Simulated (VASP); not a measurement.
# AgCl (Cmcm) in VASP: further runs

The runs below take AgCl through single point, with r2SCAN, PBE, LDA.

All numbers are computed with VASP 6.6.1; they aren't measurements. Logs are shortened: lines on timing, memory, paths and dates and some standing lists are left out, and cuts for length are marked.

### Step 1. The cell of the first run

Symmetry: Cmcm, No. 63, orthorhombic system. The conventional cell has a = 3.726 Å, b = 11.112 Å, c = 3.942 Å, α = 90.00°, β = 90.00°, γ = 90.00°. Ag (site symmetry m2m) has 7 Cl at 2.73 to 3.24 Å and 6 Ag at 3.04 to 3.94 Å within 4.0 Å. Cl (site symmetry m2m) has 7 Ag at 2.73 to 3.24 Å and 10 Cl at 3.57 to 3.94 Å within 4.0 Å.

### Step 2. Single point, r2SCAN

POSCAR

```
AgCl
1.0
    1.8631438178     -5.5561090586      0.0000000000
    1.8631438178      5.5561090586      0.0000000000
    0.0000000000      0.0000000000      3.9419952114
Ag Cl
2 2
Direct
    0.3957836907      0.6042163093      0.7500000000
    0.6042163093      0.3957836907      0.2500000000
    0.8659204715      0.1340795285      0.2500000000
    0.1340795285      0.8659204715      0.7500000000
```

INCAR.step1

```
SYSTEM = AgCl
PREC = Accurate
ENCUT = 520
ISMEAR = -1
SIGMA = 0.02
LREAL = .False.
LASPH = .True.
NELM = 100
NBANDS = 26
GGA = PE
ALGO = Normal
EDIFF = 1E-4
LWAVE = .True.
LCHARG = .False.
```

INCAR.step2

```
SYSTEM = AgCl
PREC = Accurate
ENCUT = 520
EDIFF = 1E-7
ISMEAR = -1
SIGMA = 0.02
LREAL = .False.
LASPH = .True.
NELM = 100
ALGO = Normal
ISIF = 2
LWAVE = .False.
LCHARG = .False.
METAGGA = R2SCAN
LMIXTAU = .True.
NBANDS = 26
ISTART = 1
```

KPOINTS

```
regular mesh
0
Gamma
  6 6 6
  0 0 0
```

Potentials or basis: VASP PAW PBE potentials, release 64 (Ag, Cl).

The run is started by

```bash
$ cat potpaw_PBE.64/Ag/POTCAR potpaw_PBE.64/Cl/POTCAR > POTCAR
$ cp INCAR.step1 INCAR
$ mpirun -np 1 vasp_std > vasp.out
$ cp INCAR.step2 INCAR
$ mpirun -np 1 vasp_std > vasp.out
```

OUTCAR:

```text
SYSTEM = AgCl
   PREC = Accurate
   ENCUT = 520
   EDIFF = 1E-7
   ISMEAR = -1
   LREAL = .False.
   LASPH = .True.
   NELM = 100
   ISIF = 2
   METAGGA = R2SCAN
   ISTART = 1

 ion  position               nearest neighbor table
   1  0.396  0.604  0.750-   3 2.73   3 2.73   3 2.73   3 2.73   4 2.91   2 3.04   2 3.04
   2  0.604  0.396  0.250-   4 2.73   4 2.73   4 2.73   4 2.73   3 2.91   1 3.04   1 3.04
   3  0.866  0.134  0.250-   1 2.73   1 2.73   1 2.73   1 2.73   2 2.91
   4  0.134  0.866  0.750-   2 2.73   2 2.73   2 2.73   2 2.73   1 2.91

  LATTYP: Found a base centered orthorhombic cell.
 ALAT       =     3.7262876356
 B/A-ratio  =     2.9821149637
 C/A-ratio  =     1.0578880636

  Lattice vectors:

 A1 = (   1.8631438178,  -5.5561090586,   0.0000000000)
 A2 = (   1.8631438178,   5.5561090586,   0.0000000000)
 A3 = (   0.0000000000,   0.0000000000,   3.9419952114)

Analysis of symmetry for initial positions (statically):
=====================================================================
 Subroutine PRICEL returns:
 Original cell was already a primitive cell.

 Routine SETGRP: Setting up the symmetry group for a
 base centered orthorhombic supercell.

 Subroutine GETGRP returns: Found  8 space group operations
 (whereof  4 operations were pure point group operations)
 out of a pool of  8 trial point group operations.

The static configuration has the point symmetry C_2h.
 The point group associated with its full space group is D_2h.

Analysis of symmetry for dynamics (positions and initial velocities):
=====================================================================
 Subroutine PRICEL returns:
 Original cell was already a primitive cell.

 Routine SETGRP: Setting up the symmetry group for a
 base centered orthorhombic supercell.

 Subroutine GETGRP returns: Found  8 space group operations
 (whereof  4 operations were pure point group operations)
 out of a pool of  8 trial point group operations.

The dynamic configuration has the point symmetry C_2h.
 The point group associated with its full space group is D_2h.

 Subroutine INISYM returns: Found  8 space group operations
 (whereof  4 operations are pure point group operations),
 and found     1 'primitive' translations

----------------------------------------------------------------------------------------

                                     Primitive cell

  volume of cell :      81.6137

  direct lattice vectors                    reciprocal lattice vectors
     1.863143818 -5.556109059  0.000000000     0.268363610 -0.089991034  0.000000000
     1.863143818  5.556109059  0.000000000     0.268363610  0.089991034  0.000000000
     0.000000000  0.000000000  3.941995211     0.000000000  0.000000000  0.253678644

  length of vectors
     5.860175147  5.860175147  3.941995211     0.283050195  0.283050195  0.253678644

  position of ions in fractional coordinates (direct lattice)
     0.395783691  0.604216309  0.750000000
     0.604216309  0.395783691  0.250000000
     0.865920471  0.134079529  0.250000000
     0.134079529  0.865920471  0.750000000

  ion indices of the primitive-cell ions
   primitive index   ion index
                 1           1
                 2           2
                 3           3
                 4           4

----------------------------------------------------------------------------------------

 KPOINTS: regular mesh

Automatic generation of k-mesh.
 Grid dimensions read from file:
 generate k-points for:    6    6    6

 Generating k-lattice:

  Cartesian coordinates                     Fractional coordinates (reciprocal lattice)
     0.044727268 -0.014998506  0.000000000     0.166666667  0.000000000  0.000000000
     0.044727268  0.014998506  0.000000000     0.000000000  0.166666667  0.000000000
     0.000000000  0.000000000  0.042279774     0.000000000  0.000000000  0.166666667

  Length of vectors
     0.047175033  0.047175033  0.042279774

  Shift w.r.t. Gamma in fractional coordinates (k-lattice)
     0.000000000  0.000000000  0.000000000

 Subroutine IBZKPT returns following result:
 ===========================================

 Found     52 irreducible k-points:

 Following reciprocal coordinates:
            Coordinates               Weight
  0.000000  0.000000  0.000000      1.000000
  0.166667  0.000000  0.000000      4.000000
  0.333333  0.000000  0.000000      4.000000
  0.500000 -0.000000  0.000000      2.000000
  0.166667  0.166667  0.000000      2.000000
  0.333333  0.166667  0.000000      4.000000
[... 16 lines left out ...]
  0.333333  0.333333  0.166667      4.000000
  0.500000  0.333333  0.166667      8.000000
 [... further k-points ...]
   k-points           NKPTS =     52   k-points in BZ     NKDIM =     52   number of bands    NBANDS=     26
   number of dos      NEDOS =    301   number of ions     NIONS =      4
   total plane-waves  NPLWV =  69120
   dimension x,y,z NGX =    48 NGY =   48 NGZ =   30
   dimension x,y,z NGXF=    96 NGYF=   96 NGZF=   60
   ions per type =               2   2
   NGX,Y,Z   is equivalent  to a cutoff of  13.62, 13.62, 12.65 a.u.
   NGXF,Y,Z  is equivalent  to a cutoff of  27.23, 27.23, 25.30 a.u.
 SYSTEM =  AgCl
   PREC   = accura    normal or accurate (medium, high low for compatibility)
   ISTART =      1    job   : 0-new  1-cont  2-samecut
   ICHARG =      0    charge: 1-file 2-atom 10-const
   ISPIN  =      1    spin polarized calculation?
   LNONCOLLINEAR =      F non collinear calculations
   LSORBIT =      F    spin-orbit coupling
   LASPH  =      T    aspherical Exc in radial PAW
   ENCUT  =  520.0 eV  38.22 Ry    6.18 a.u.  10.90 10.90  7.33*2*pi/ulx,y,z
   NELM   =    100;   NELMIN=  2; NELMDL=  0     # of ELM steps
   EDIFF  = 0.1E-06   stopping-criterion for ELM
   LREAL  =      F    real-space projection
   EDIFFG = 0.1E-05   stopping-criterion for IOM
   NSW    =      0    number of steps for IOM
   IBRION =     -1    ionic relax: 0-MD 1-quasi-New 2-CG
   NFREE  =      0    steps in history (QN), initial steepest desc. (CG)
   ISIF   =      2    stress and relaxation
   ISYM   =      2    0-nonsym 1-usesym 2-fastsym
   POTIM  = 0.5000    time-step for ionic-motion
   TEBEG  =    0.0;   TEEND  =   0.0 temperature during run
   PSTRESS=    0.0 pullay stress
   NELECT =      36.0000    total number of electrons
   NUPDOWN=      -1.0000    fix difference up-down
   EMIN   =  10.00;   EMAX   =-10.00  energy-range for DOS
   EFERMI =   0.00;   METHOD = LEGACY
   ISMEAR =    -1;   SIGMA  =   0.02  broadening in eV -4-tet -1-fermi 0-gaus
   EFERMI_NEDOS =   21; number of points for ismear=-14 and -15
   IALGO  =     38    algorithm
   IMIX   =      4    mixing-type and parameters
     AMIX     =   0.40;   BMIX     =  1.00
     AMIX_MAG =   1.60;   BMIX_MAG =  1.00
  volume/ion in A,a.u.               =      20.40       137.69
  Fermi-wavevector in a.u.,A,eV,Ry     =   1.246201  2.354977 21.130061  1.553016
  Thomas-Fermi vector in A             =   2.380389
   LORBIT       =      0    0 simple, 1 ext, 2 COOP (PROOUT), +10 PAW based schemes
   METAGGA = R2SCAN    functional components
   LHFCALC =     F    Hartree Fock is set to
   AEXX    =    0.0000 exact exchange contribution
   IVDW    =     0    specifies the selected vdW correction
   LEPSILON=     F    determine dielectric tensor
   LRPA    =     F    only Hartree local field effects (RPA)
 non-spin polarized calculation
  energy-cutoff  :      520.00
  volume of cell :       81.61
 maximum number of plane-waves:      2224
 NGX is ok and might be reduce to    48
   NGX = 21   NGY = 21   NGZ = 15

 number of electron      36.0000003 magnetization

 Free energy of the ion-electron system (eV)
  ---------------------------------------------------
  ext. energy  EPLUGINS =         0.00000000
  ---------------------------------------------------
  free energy    TOTEN  =       -57.17251898 eV

  energy without entropy =      -57.17251898  energy(sigma->0) =      -57.17251898

 E-fermi :   4.4039     XC(G=0): -10.7826

 val. band max:        4.0017710004   @ k =   0.3333   0.1667   0.0000
 cond. band min:       4.9644280103   @ k =   0.0000   0.0000   0.0000
 fundamental gap:      0.9626570100
 Fermi energy:         4.4038850572

 k-point     1 :       0.0000    0.0000    0.0000
  band No.  band energies     occupation
      1     -11.8547      2.00000
      2     -11.2511      2.00000
      3      -0.6573      2.00000
      4       0.4353      2.00000
      5       0.6745      2.00000
      6       0.8761      2.00000
[... 18 lines left out ...]
     25      14.9128      0.00000
     26      15.7526      0.00000

 k-point     2 :       0.1667    0.0000    0.0000
  band No.  band energies     occupation
      1     -11.7590      2.00000
      2     -11.2211      2.00000
      3      -0.6514      2.00000
      4      -0.1290      2.00000
      5      -0.0359      2.00000
      6       0.2008      2.00000
[... 18 lines left out ...]
     25      14.9240      0.00000
     26      15.6568      0.00000

 k-point     3 :       0.3333    0.0000    0.0000
  band No.  band energies     occupation
      1     -11.5423      2.00000
      2     -11.1742      2.00000
      3      -1.0734      2.00000
      4      -0.8950      2.00000
      5      -0.5449      2.00000
      6      -0.5406      2.00000
[... 18 lines left out ...]
     25      14.2212      0.00000
     26      15.7646      0.00000

 k-point     4 :       0.5000   -0.0000    0.0000
  band No.  band energies     occupation
      1     -11.4081      2.00000
      2     -11.1699      2.00000
      3      -1.5067      2.00000
      4      -1.2483      2.00000
      5      -0.7206      2.00000
      6      -0.5111      2.00000
[... 18 lines left out ...]
     25      13.6301      0.00000
     26      15.6019      0.00000
[... 496 lines left out ...]
      1     -11.7388      2.00000
      2     -11.2784      2.00000
      3      -0.6546      2.00000
      4      -0.0334      2.00000
      5       0.2620      2.00000
      6       0.3288      2.00000
[... 18 lines left out ...]
     25      14.3639      0.00000
     26      15.4869      0.00000

 k-point    23 :       0.3333    0.3333    0.1667
  band No.  band energies     occupation
      1     -11.3734      2.00000
      2     -11.3048      2.00000
      3      -1.1485      2.00000
      4      -0.9100      2.00000
      5      -0.2976      2.00000
      6      -0.1943      2.00000
[... 18 lines left out ...]
     25      13.9408      0.00000
     26      15.4487      0.00000

 k-point    24 :       0.5000    0.3333    0.1667
  band No.  band energies     occupation
      1     -11.5161      2.00000
      2     -11.3890      2.00000
      3      -0.6986      2.00000
      4      -0.4470      2.00000
      5      -0.2273      2.00000
      6       0.1197      2.00000
[... 18 lines left out ...]
     25      13.7962      0.00000
     26      15.4550      0.00000

 [... further k-points ...]

------------------------ aborting loop because EDIFF is reached ----------------------------------------

  FORCE on cell =-STRESS in cart. coord.  units (eV):
  Direction    XX          YY          ZZ          XY          YZ          ZX
  --------------------------------------------------------------------------------------
  -------------------------------------------------------------------------------------
  Total       -0.0212744     -0.0296349     -0.0410328      0.0000000      0.0000000      0.0000000
  in kB       -0.4176418     -0.5817703     -0.8055239      0.0000000      0.0000000      0.0000000
  external PRESSURE =      -0.6016453 kB  Pullay stress =       0.0000000 kB

 VOLUME and BASIS-vectors are now :
 -----------------------------------------------------------------------------
  energy-cutoff  :      520.00
  volume of cell :       81.61
      direct lattice vectors                 reciprocal lattice vectors
     1.863143818 -5.556109059  0.000000000     0.268363610 -0.089991034  0.000000000
     1.863143818  5.556109059  0.000000000     0.268363610  0.089991034  0.000000000
     0.000000000  0.000000000  3.941995211     0.000000000  0.000000000  0.253678644

 POSITION                                       TOTAL-FORCE (eV/Angst)
 -----------------------------------------------------------------------------------
      1.86314      1.15807      2.95650         0.000000     -0.008058     -0.000000
      1.86314     -1.15807      0.98550         0.000000      0.008058      0.000000
      1.86314     -4.06619      0.98550         0.000000     -0.002593     -0.000000
      1.86314      4.06619      2.95650         0.000000      0.002593     -0.000000
 -----------------------------------------------------------------------------------
    total drift:                                0.000000      0.000000     -0.000000

  FREE ENERGIE OF THE ION-ELECTRON SYSTEM (eV)
  ---------------------------------------------------
  free  energy   TOTEN  =       -57.1725189782 eV

  energy  without entropy=      -57.1725189782  energy(sigma->0) =      -57.17251898
```

Wall time 14 min (1 thread of Oxide Virtual Turin-like, shared host); peak memory 0.3 GiB.

Results:

```yaml
Free_energy: -57.1725 eV
Pressure: -0.1 GPa
Largest_force: 0.008 eV/Å
Band_gap_on_the_k_mesh: 0.96 eV (least direct gap 2.53 eV)
```

Forces in eV/Å, atoms in the order of the input:
```
Ag   0.000 -0.008  0.000
Ag   0.000  0.008  0.000
Cl   0.000 -0.003  0.000
Cl   0.000  0.003  0.000
```

Levels at points of the mesh, in eV from the valence-band top:
```csv
k point,band 14,band 15,band 16,band 17,band 18,band 19,band 20,band 21,band 22,band 23
"(0.00, 0.00, 0.00)",-2.33,-2.25,-1.91,-1.74,-1.57,0.96,3.61,8.32,8.82,10.55
"(0.50, 0.00, 0.00)",-1.91,-1.37,-1.06,-0.06,-0.01,3.58,5.72,6.28,7.69,7.72
"(0.50, 0.50, 0.00)",-2.45,-1.99,-1.76,-1.63,-1.55,2.49,4.15,7.02,8.81,9.15
"(0.00, 0.00, 0.50)",-2.35,-1.33,-1.33,-0.13,-0.13,4.89,4.89,7.35,7.35,8.77
"(0.50, 0.00, 0.50)",-2.16,-2.07,-2.07,-1.54,-1.54,3.29,3.29,7.94,7.94,9.63
"(0.50, 0.50, 0.50)",-1.88,-0.82,-0.82,-0.17,-0.17,4.21,4.21,7.38,7.38,8.83
```

Caveat: the PAW data sets were made with another functional, which shifts forces and pressure a little. A k mesh can miss the band edges.

### Step 3. Single point, PBE

INCAR

```
SYSTEM = AgCl
PREC = Accurate
ENCUT = 520
EDIFF = 1E-7
ISMEAR = -1
SIGMA = 0.02
LREAL = .False.
LASPH = .True.
NELM = 80
ALGO = Normal
ISIF = 2
LWAVE = .False.
LCHARG = .False.
GGA = PE
NBANDS = 26
```

KPOINTS

```
regular mesh
0
Gamma
  8 8 6
  0 0 0
```

POSCAR is that of step 2.

Potentials or basis: VASP PAW PBE potentials, release 64 (Ag, Cl).

The run is started by

```bash
$ cat potpaw_PBE.64/Ag/POTCAR potpaw_PBE.64/Cl/POTCAR > POTCAR
$ mpirun -np 1 vasp_std > vasp.out
```

Run time: 6.1 min. Hardware: 1 thread of Oxide Virtual Turin-like, shared host; peak memory 0.3 GiB.

Results (log left out):

| Quantity | Value |
| --- | --- |
| Free energy | -10.6471 eV |
| Pressure | 1.6 GPa |
| Largest force | 0.013 eV/Å |
| Band gap on the k mesh | 0.45 eV (least direct gap 1.97 eV) |

Forces in eV/Å, atoms in the order of the input:
```
Ag   0.000  0.001  0.000
Ag   0.000 -0.001  0.000
Cl   0.000  0.013  0.000
Cl   0.000 -0.013  0.000
```

Stress tensor (GPa, compression positive):
```
1.60 0.00 0.00
0.00 1.63 0.00
0.00 0.00 1.44
```

Levels at points of the mesh, in eV from the valence-band top:
| k point | band 14 | band 15 | band 16 | band 17 | band 18 | band 19 | band 20 | band 21 | band 22 | band 23 |
| --- | --- | --- | --- | --- | --- | --- | --- | --- | --- | --- |
| (0.00, 0.00, 0.00) | -2.27 | -2.24 | -1.82 | -1.71 | -1.52 | 0.45 | 3.08 | 7.69 | 8.41 | 10.00 |
| (0.50, 0.00, 0.00) | -1.91 | -1.34 | -1.04 | -0.07 | -0.01 | 3.15 | 5.14 | 5.74 | 7.06 | 7.07 |
| (0.50, 0.50, 0.00) | -2.45 | -1.99 | -1.71 | -1.65 | -1.52 | 2.04 | 3.60 | 6.41 | 8.41 | 8.61 |
| (0.00, 0.00, 0.50) | -2.33 | -1.32 | -1.32 | -0.13 | -0.13 | 4.36 | 4.36 | 6.77 | 6.77 | 8.18 |
| (0.50, 0.00, 0.50) | -2.16 | -2.07 | -2.07 | -1.51 | -1.51 | 2.80 | 2.80 | 7.36 | 7.36 | 9.05 |
| (0.50, 0.50, 0.50) | -1.87 | -0.79 | -0.79 | -0.17 | -0.17 | 3.67 | 3.67 | 6.75 | 6.75 | 8.26 |

### Step 4. Single point, LDA

INCAR

```
SYSTEM = AgCl
ALGO = Normal
EDIFF = 1E-7
ENCUT = 520
ISIF = 2
ISMEAR = 0
LASPH = .True.
LCHARG = .False.
LREAL = .False.
LWAVE = .False.
NBANDS = 26
NELM = 80
PREC = Accurate
SIGMA = 0.01
```

KPOINTS

```
k-points
0
Gamma
  8 8 6
  0 0 0
```

POSCAR is that of step 3.

Potentials or basis: VASP PAW LDA potentials, release 64 (Ag, Cl).

The run is started by

```bash
$ cat potpaw_LDA.64/Ag/POTCAR potpaw_LDA.64/Cl/POTCAR > POTCAR
$ mpirun -np 1 vasp_std > vasp.out
```

It took 4.9 min on 1 thread of Oxide Virtual Turin-like, shared host; peak memory 0.27 GiB.

The run converged. Its results:

* Free energy: -13.3780 eV
* Pressure: -6.0 GPa
* Largest force: 0.038 eV/Å
* Band gap on the k mesh: 0.22 eV (least direct gap 1.75 eV)

Forces on the atoms (eV/Å):
```
Ag   0.000 -0.038  0.000
Ag   0.000  0.038  0.000
Cl   0.000 -0.021  0.000
Cl   0.000  0.021  0.000
```

Stress tensor (GPa, compression positive):
```
-6.02  0.00  0.00
 0.00 -5.04  0.00
 0.00  0.00 -6.85
```

Levels at points of the mesh, in eV from the valence-band top:
```csv
k point,band 15,band 16,band 17,band 18,band 19,band 20,band 21,band 22
"(0.00, 0.00, 0.00)",-2.28,-1.80,-1.74,-1.54,0.22,2.83,7.46,8.22
"(0.50, 0.00, 0.00)",-1.36,-1.06,-0.07,-0.01,2.97,4.89,5.48,6.82
"(0.50, 0.50, 0.00)",-2.04,-1.72,-1.70,-1.55,1.88,3.39,6.15,8.23
"(0.00, 0.00, 0.50)",-1.35,-1.35,-0.13,-0.13,4.18,4.18,6.55,6.55
"(0.50, 0.00, 0.50)",-2.14,-2.14,-1.54,-1.54,2.58,2.58,7.14,7.14
"(0.50, 0.50, 0.50)",-0.78,-0.78,-0.17,-0.17,3.43,3.43,6.52,6.52
```

Caveat: the cell stands under tension. A k mesh can miss the band edges.

### Step 5. Overview

```tsv
level	potentials or basis	k mesh	smearing	gap on the mesh (eV)	pressure (GPa)	largest force (eV/Å)
r2SCAN	VASP PAW PBE potentials, release 64 (Ag, Cl)	6 × 6 × 6	fermi-dirac 0.02 eV	0.96	-0.1	0.01
PBE	VASP PAW PBE potentials, release 64 (Ag, Cl)	8 × 8 × 6	fermi-dirac 0.02 eV	0.45	1.6	0.01
LDA	VASP PAW LDA potentials, release 64 (Ag, Cl)	8 × 8 × 6	gaussian 0.01 eV	0.22	-6.0	0.04
```

Alike in all rows: task single point; no spin polarisation; cell as given; cutoff (eV) 520.

Caveats: the PAW data sets were made with another functional, which shifts forces and pressure a little (at least some runs); the cell stands under tension (at least some runs).

Total energies depend on the potentials used, so only differences within one code and one set of settings carry meaning.
